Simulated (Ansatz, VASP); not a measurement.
**One calculation of Pd, two programs**

The input INCAR:

```
SYSTEM = Pd
  ALGO = Normal
  EDIFF = 1E-7
  ENCUT = 520
  GGA = PE
  ISIF = 2
  ISMEAR = -1
  ISPIN = 2
  LASPH = .TRUE.
  LCHARG = .FALSE.
  LMAXMIX = 4
  LORBIT = 11
  LREAL = .FALSE.
  LWAVE = .FALSE.
  MAGMOM = 0.6 0.6
  NBANDS = 21
  NELM = 150
  PREC = Accurate
  SIGMA = 0.05
```

Contents of KPOINTS:

```
k-points
0
G
  14 14 7
  0 0 0
```

File POSCAR:

```
Pd
1.0
    2.7364751659      0.0000000000      0.0000000000
   -1.3682375830      2.3698570105      0.0000000000
    0.0000000000      0.0000000000      4.5504220270
Pd
2
Direct
    0.6666666667      0.3333333333      0.7500000000
    0.3333333333      0.6666666667      0.2500000000
```

Input for Ansatz:

```yaml
crystal:
  lattice:
    - [2.7364751659, 0.0, 0.0]
    - [-1.368237583, 2.3698570105, 0.0]
    - [0.0, 0.0, 4.550422027]
  atoms:
    - { symbol: Pd, position: [0.6666666667, 0.3333333333, 0.75], spin: 0.6 }
    - { symbol: Pd, position: [0.3333333333, 0.6666666667, 0.25], spin: 0.6 }
magnetization:
  spin_polarized: true
kpoints:
  mp_grid: { grid: [14, 14, 7] }
scf:
  occupations: { method: fermi_dirac, width: 0.05 }
  lower_state_search: "off"
hamiltonian:
  xc: pbe
  pseudopotentials: { kind: paw }
output:
  forces: true
  stress: true
  eigenvalues: true
  populations: true
```

Change from the starting cell: volume scaled by 0.95, PAW files.

Alike in both runs: task single point; functional PBE; k mesh 14 × 14 × 7; occupations fermi-dirac, width 0.05 eV; collinear spin.

```csv
,VASP,Ansatz
version,VASP 6.6.1,Ansatz 0.2.0
potentials or method,"VASP PAW PBE potentials, release 64 (Pd)","PAW with Ansatz's default frozen-core files, scalar-relativistic"
plane-wave cutoff (eV),520,420
valence electrons in the cell,20,36
```

Ansatz gave:

- pressure (GPa): 8.2
- traceless stress, the component that is largest in VASP (GPa): -0.06
- net moment per atom (μB): 0.32
- size of the moment on the site where the two differ most (μB): 0.33

Question: What did VASP give for the same quantities?

Answer: Pressure (GPa): 7.9; traceless stress, the component that is largest in VASP (GPa): -0.13; net moment per atom (μB): 0.33; size of the moment on the site where the two differ most (μB): 0.33.

Site moments also hang on the region over which each program counts them. The functional is the same, so the differences come from potentials, cutoffs and numerics. VASP's potentials hold 20 valence electrons a cell and Ansatz's 36, so a difference there can come from the potentials and not from the codes.
